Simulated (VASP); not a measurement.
# LiCl (Fm-3m) in VASP: further runs

The runs below take LiCl through vibrations by perturbation theory, with PBEsol.

Program: VASP 6.6.1. These are calculated values, not measurements. Logs are shortened: lines on timing, memory, paths and dates and some standing lists are left out, and cuts for length are marked.

## (1) The cell of the first run

It takes space group Fm-3m (No. 225, cubic). The conventional cell has a = 5.063 Å, b = 5.063 Å, c = 5.063 Å, α = 90.00°, β = 90.00°, γ = 90.00°. Within 3.3 Å of Li (site symmetry m-3m) lie 6 Cl at 2.53 Å. Within 3.3 Å of Cl (site symmetry m-3m) lie 6 Li at 2.53 Å.

## (2) Vibrations by perturbation theory, PBEsol

File INCAR:

```
ALGO = Normal ; EDIFF = 1E-8
ENCUT = 520 ; GGA = PS
IBRION = 8 ; ISIF = 2
ISMEAR = 0 ; LASPH = True
LCHARG = False ; LEPSILON = True
LREAL = False ; LWAVE = False
NBANDS = 12 ; NELM = 80
NSW = 1 ; PREC = Accurate
SIGMA = 0.01
```

File KPOINTS:

```
k-points
0
Gamma
  8 8 8
```

File POSCAR:

```
LiCl
1.0
    0.0000000000      2.5314060449      2.5314060449
    2.5314060449      0.0000000000      2.5314060449
    2.5314060449      2.5314060449      0.0000000000
Li Cl
1 1
Direct
    0.0000000000      0.0000000000      0.0000000000
    0.5000000000      0.5000000000      0.5000000000
```

Potentials or basis: VASP PAW PBE potentials, release 64 (Li_sv, Cl).

Started as:

```
$ cat potpaw_PBE.64/Li_sv/POTCAR potpaw_PBE.64/Cl/POTCAR > POTCAR
$ mpirun -np 1 vasp_std > vasp.out
```

OUTCAR:

```text
EDIFF = 1E-8
   ENCUT = 520
   GGA = PS
   IBRION = 8
   ISIF = 2
   ISMEAR = 0
   LASPH = True
   LEPSILON = True
   LREAL = False
   NELM = 80
   NSW = 1
   PREC = Accurate

 ion  position               nearest neighbor table
   1  0.000  0.000  0.000-   2 2.53   2 2.53   2 2.53   2 2.53   2 2.53   2 2.53
   2  0.500  0.500  0.500-   1 2.53   1 2.53   1 2.53   1 2.53   1 2.53   1 2.53

  LATTYP: Found a face centered cubic cell.
 ALAT       =     5.0628120898

  Lattice vectors:

 A1 = (   0.0000000000,   2.5314060449,   2.5314060449)
 A2 = (   2.5314060449,   0.0000000000,   2.5314060449)
 A3 = (   2.5314060449,   2.5314060449,   0.0000000000)

Analysis of symmetry for initial positions (statically):
=====================================================================
 Subroutine PRICEL returns:
 Original cell was already a primitive cell.

 Routine SETGRP: Setting up the symmetry group for a
 face centered cubic supercell.

 Subroutine GETGRP returns: Found 48 space group operations
 (whereof 48 operations were pure point group operations)
 out of a pool of 48 trial point group operations.

The static configuration has the point symmetry O_h .

Analysis of symmetry for dynamics (positions and initial velocities):
=====================================================================
 Subroutine PRICEL returns:
 Original cell was already a primitive cell.

 Routine SETGRP: Setting up the symmetry group for a
 face centered cubic supercell.

 Subroutine GETGRP returns: Found 48 space group operations
 (whereof 48 operations were pure point group operations)
 out of a pool of 48 trial point group operations.

The dynamic configuration has the point symmetry O_h .

 Subroutine INISYM returns: Found 48 space group operations
 (whereof 48 operations are pure point group operations),
 and found     1 'primitive' translations

----------------------------------------------------------------------------------------

[... 594 lines left out ...]
 MACROSCOPIC STATIC DIELECTRIC TENSOR (including local field effects in DFT)
 ------------------------------------------------------
           3.080937     0.000000    -0.000000
           0.000000     3.080937     0.000000
           0.000000     0.000000     3.080937
 ------------------------------------------------------

 PIEZOELECTRIC TENSOR (including local field effects)  for field in x, y, z        (e  Angst)
          XX          YY          ZZ          XY          YZ          ZX
  --------------------------------------------------------------------------------
  x     0.00000     0.00000     0.00000     0.00000     0.00000     0.00000
  y     0.00000     0.00000     0.00000     0.00000     0.00000     0.00000
  z     0.00000     0.00000     0.00000     0.00000     0.00000     0.00000

 PIEZOELECTRIC TENSOR (including local field effects)  for field in x, y, z        (C/m^2)
          XX          YY          ZZ          XY          YZ          ZX
  --------------------------------------------------------------------------------
  x     0.00000     0.00000     0.00000     0.00000     0.00000     0.00000
  y     0.00000     0.00000     0.00000     0.00000     0.00000     0.00000
  z     0.00000     0.00000     0.00000     0.00000     0.00000     0.00000

 BORN EFFECTIVE CHARGES (including local field effects) (in |e|, cummulative output)
 ---------------------------------------------------------------------------------
 ion    1
    1     1.17414     0.00000     0.00000
    2    -0.00000     1.17414     0.00000
    3    -0.00000     0.00000     1.17414
 ion    2
    1    -1.17414     0.00000     0.00000
    2     0.00000    -1.17414     0.00000
    3     0.00000     0.00000    -1.17414

 INTERNAL STRAIN TENSOR FOR ION    2 for displacements in x,y,z  (eV/Angst):
          X           Y           Z          XY          YZ          ZX
  --------------------------------------------------------------------------------
  x     0.00000     0.00000     0.00000     0.00000     0.00000     0.00000
  y     0.00000     0.00000     0.00000     0.00000     0.00000     0.00000
  z     0.00000     0.00000     0.00000     0.00000     0.00000     0.00000

 SECOND DERIVATIVES (NOT SYMMETRIZED)
 ------------------------------------
               1X          1Y          1Z          2X          2Y          2Z
  1X    -0.918663    0.000000    0.000000    0.918663    0.000000    0.000000
  1Y     0.000000   -0.918663    0.000000    0.000000    0.918663    0.000000
  1Z     0.000000    0.000000   -0.918663    0.000000    0.000000    0.918663
  2X     0.934030    0.000000    0.000000   -0.934030    0.000000    0.000000
  2Y     0.000000    0.934030    0.000000    0.000000   -0.934030    0.000000
  2Z     0.000000    0.000000    0.934030    0.000000    0.000000   -0.934030

 Eigenvectors and eigenvalues of the dynamical matrix
 ----------------------------------------------------

   1 f  =    6.202255 THz    38.969916 2PiTHz  206.884947 cm-1    25.650453 meV
             X         Y         Z           dx          dy          dz
      0.000000  0.000000  0.000000     0.239877   -0.880380    0.000000
      2.531406  2.531406  2.531406    -0.107556    0.394743    0.000000
[... 21 lines left out ...]
   6 f/i=    0.019206 THz     0.120675 2PiTHz    0.640645 cm-1     0.079430 meV
             X         Y         Z           dx          dy          dz
      0.000000  0.000000  0.000000     0.052298   -0.264255    0.307937
      2.531406  2.531406  2.531406     0.116637   -0.589356    0.686778

--------------------------------------------------------------------------------------------------------

 MACROSCOPIC STATIC DIELECTRIC TENSOR IONIC CONTRIBUTION
 ------------------------------------------------------
           8.300465    -0.000000    -0.000000
          -0.000000     8.300465     0.000000
          -0.000000     0.000000     8.300465
 ------------------------------------------------------

 ELASTIC MODULI CONTR FROM IONIC RELAXATION (kBar)
 Direction    XX          YY          ZZ          XY          YZ          ZX
 --------------------------------------------------------------------------------
 XX           0.0000      0.0000      0.0000      0.0000      0.0000      0.0000
 YY           0.0000      0.0000      0.0000      0.0000      0.0000      0.0000
 ZZ           0.0000      0.0000      0.0000      0.0000      0.0000      0.0000
 XY           0.0000      0.0000      0.0000      0.0000      0.0000      0.0000
 YZ           0.0000      0.0000      0.0000      0.0000      0.0000      0.0000
 ZX           0.0000      0.0000      0.0000      0.0000      0.0000      0.0000
 --------------------------------------------------------------------------------

 PIEZOELECTRIC TENSOR IONIC CONTR  for field in x, y, z        (C/m^2)
          XX          YY          ZZ          XY          YZ          ZX
  --------------------------------------------------------------------------------
  x     0.00000     0.00000     0.00000     0.00000     0.00000     0.00000
  y     0.00000     0.00000     0.00000     0.00000     0.00000     0.00000
  z     0.00000     0.00000     0.00000     0.00000     0.00000     0.00000
```

stdout:

```text
POSCAR found type information on POSCAR LiCl
 POSCAR found :  2 types and       2 ions
 scaLAPACK will be used
 -----------------------------------------------------------------------------
|                                                                             |
|                                                                             |
|     You enforced a specific xc type in the INCAR file but a different       |
[... 39 lines left out ...]
 force on displaced ion       1 direction 1 :  -0.919   0.000   0.000
 Born effective charge ion    1 direction 1 :   1.174   0.000   0.000
 Linear response progress:
 first order change of Fermi-energy   0.33246E-03
 force on displaced ion       2 direction 1 :  -0.934   0.000   0.000
 Born effective charge ion    2 direction 1 :  -1.174   0.000   0.000
 Born effective charges drift removed
 Linear response finished
```

Run time: 7.4 min. Hardware: 1 thread of Intel Xeon Platinum 8488C (Sapphire Rapids), shared host; peak memory 0.2 GiB.

Results:

```
Electronic dielectric tensor (diagonal)                 : 3.08
Born charges (mean of the diagonal)                     : Li +1.17; Cl -1.17 e
Highest phonon frequency at Γ, LO-TO splitting left out : 207 cm⁻¹
```

Phonon frequencies in cm⁻¹ (negative: imaginary):
| q point | frequencies |
| --- | --- |
| (0.000, 0.000, 0.000) | -1 -1 -1 207 207 207 |

Electronic dielectric tensor:
```
3.08 0.00 0.00
0.00 3.08 0.00
0.00 0.00 3.08
```

Born effective charge tensors (e):
atom 1, Li
```
1.17 0.00 0.00
0.00 1.17 0.00
0.00 0.00 1.17
```
atom 2, Cl
```
-1.17  0.00  0.00
 0.00 -1.17  0.00
 0.00  0.00 -1.17
```

(Continued in part 2 of 2.)
